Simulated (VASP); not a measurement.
# Si8HC8 (a cell with a defect): single point with PBE

Crystal: Si8HC8 (a cell with a defect).

```
CELL_PARAMETERS angstrom
0.00000 4.34800 4.34800
4.34800 0.00000 4.34800
4.34800 4.34800 0.00000
ATOMIC_POSITIONS crystal
Si 0.00479 0.00595 0.99795
Si 0.00384 0.00555 0.49899
Si 0.00192 0.50537 0.00022
Si 0.00184 0.50757 0.49917
Si 0.49673 0.00438 0.00241
Si 0.50319 0.00757 0.49752
Si 0.50002 0.51007 0.99822
Si 0.50015 0.50946 0.49887
C 0.12478 0.13137 0.12578
C 0.12788 0.13204 0.62384
C 0.12618 0.63176 0.12455
C 0.12618 0.63168 0.62522
C 0.62838 0.13362 0.11833
C 0.62767 0.13311 0.62583
C 0.62663 0.63104 0.12470
C 0.62702 0.63286 0.62339
H 0.75563 0.16164 0.79840
```

| Item | Value |
| --- | --- |
| Program | VASP 6.6.1 |
| Task | single point |
| Functional | PBE |
| Potentials or basis | VASP PAW PBE potentials, release 64 (Si, C, H) |
| Cutoff | 520 eV |
| k mesh | 2 × 2 × 2 |
| Occupations | gaussian, width 0.05 eV |
| Spin | collinear spin, zero start |
| Starting moments | [0.0, 0.0, 0.0, 0.0, 0.0, 0.0, 0.0, 0.0, 0.0, 0.0, 0.0, 0.0, 0.0, 0.0, 0.0, 0.0, 0.0] μB |
| Dipole correction | no |
| Further INCAR settings | LREAL = Auto; ALGO = Normal; EDIFF = 1e-06; NBANDS = 50 |

```
Pressure                                              : 6.6 GPa
Largest force                                         : 0.985 eV/Å
Net moment                                            : 0.00 μB per cell
Valence electrons inside the program's atomic spheres : Si 1.68, 1.67, 1.66; C 2.57, 2.56, 2.54, 2.55; H 0.46
```

Forces on the atoms (eV/Å):
```
Si   0.096  0.818  0.148
Si  -0.688 -0.077  0.179
Si  -0.019  0.002  0.023
Si   0.132 -0.151  0.283
Si   0.108 -0.166 -0.965
Si  -0.157  0.231 -0.411
Si   0.269 -0.162  0.162
Si   0.148 -0.255  0.142
C    0.016 -0.042  0.085
C    0.118 -0.248  0.030
C   -0.039 -0.077 -0.045
C    0.055  0.040 -0.054
C   -0.027 -0.348  0.461
C    0.280  0.006  0.417
C   -0.023  0.029  0.099
C    0.056 -0.060  0.068
H   -0.326  0.459 -0.622
```

Stress tensor (GPa, compression positive):
```
 6.30  0.36 -0.91
 0.36  6.44  1.16
-0.91  1.16  7.12
```

Levels at points of the mesh, in eV from the Fermi level:
Spin up:
| k point | band 29 | band 30 | band 31 | band 32 | band 33 | band 34 | band 35 | band 36 |
| --- | --- | --- | --- | --- | --- | --- | --- | --- |
| (0.00, 0.00, 0.00) | -2.59 | -1.62 | -1.58 | -1.57 | -1.01 | -0.27 | -0.23 | 0.23 |
| (0.50, 0.00, 0.00) | -2.31 | -2.25 | -2.14 | -2.11 | 0.52 | 1.92 | 2.08 | 2.11 |
| (0.00, 0.50, 0.00) | -2.38 | -2.36 | -2.06 | -2.05 | -0.63 | 2.01 | 2.02 | 2.21 |
| (0.00, 0.00, 0.50) | -2.26 | -2.20 | -2.19 | -2.16 | 0.78 | 1.94 | 2.11 | 2.15 |
| (0.50, 0.50, 0.50) | -2.28 | -2.21 | -2.19 | -2.15 | 0.78 | 1.94 | 2.09 | 2.15 |
| (0.50, 0.50, 0.00) | -2.82 | -2.77 | -2.76 | -2.72 | 0.86 | 2.44 | 2.89 | 3.57 |
| (0.00, 0.50, 0.50) | -2.81 | -2.79 | -2.76 | -2.73 | 1.27 | 2.42 | 2.85 | 3.55 |
| (0.50, 0.00, 0.50) | -2.81 | -2.78 | -2.77 | -2.72 | 1.24 | 2.42 | 2.85 | 3.56 |
Spin down:
```csv
k point,band 28,band 29,band 30,band 31,band 32,band 33,band 34,band 35,band 36,band 37
"(0.00, 0.00, 0.00)",-2.60,-2.59,-1.62,-1.58,-1.57,-1.01,-0.27,-0.23,0.23,2.77
"(0.50, 0.00, 0.00)",-3.81,-2.31,-2.25,-2.14,-2.11,0.52,1.92,2.08,2.11,2.20
"(0.00, 0.50, 0.00)",-3.76,-2.38,-2.36,-2.06,-2.05,-0.63,2.01,2.02,2.21,2.26
"(0.00, 0.00, 0.50)",-3.80,-2.26,-2.20,-2.19,-2.16,0.78,1.94,2.11,2.15,2.16
"(0.50, 0.50, 0.50)",-3.81,-2.28,-2.21,-2.19,-2.15,0.78,1.94,2.09,2.15,2.16
"(0.50, 0.50, 0.00)",-3.50,-2.82,-2.77,-2.76,-2.72,0.86,2.44,2.89,3.57,3.60
"(0.00, 0.50, 0.50)",-3.50,-2.81,-2.79,-2.76,-2.73,1.27,2.42,2.85,3.55,3.62
"(0.50, 0.00, 0.50)",-3.50,-2.81,-2.78,-2.77,-2.72,1.24,2.42,2.85,3.56,3.62
```

Wall time 2.6 min on 1 thread of AMD EPYC 9R45 96-Core Processor (Zen 5) (shared host), peak memory 0.39 GiB.

Caveat: the k points lie up to 0.63 Å⁻¹ apart.
